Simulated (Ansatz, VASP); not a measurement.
## One calculation of NaHf, two programs

```
Na Hf
1.0
     0.00000    2.92763    2.92763
     2.92763    0.00000    2.92763
     2.92763    2.92763    0.00000
Na Hf
1 1
Direct
  0.00000 0.00000 0.00000
  0.50000 0.50000 0.50000
```

Alike in both runs: functional PBE; k mesh 16 × 16 × 16; occupations gaussian, width 0.1 eV; no spin polarisation.

Ansatz relaxed the structure, and its values are those at the end. VASP's run is a single point on that final structure, the one shown.

```csv
,VASP,Ansatz
version,VASP 6.6.1,Ansatz 0.2.0
potentials or method,"VASP PAW PBE potentials, release 64 (Na_pv, Hf_pv), cutoff 520 eV","scalar-relativistic, plane waves, PAW"
valence electrons in the cell,17,35
```

Ansatz gave:

| Item | Value |
| --- | --- |
| gap on the k mesh at the Fermi level (eV) | none |
| pressure (GPa) | 0.0 |

Problem. Estimate VASP's values.

Solution. gap on the k mesh at the Fermi level (eV): none; pressure (GPa): -0.1.

A gap of «none» marks a metal or a gap that the smearing closes. VASP's potentials hold 17 valence electrons a cell and Ansatz's 35, so a difference there can come from the potentials and not from the codes.

Neither program's run includes spin-orbit coupling.
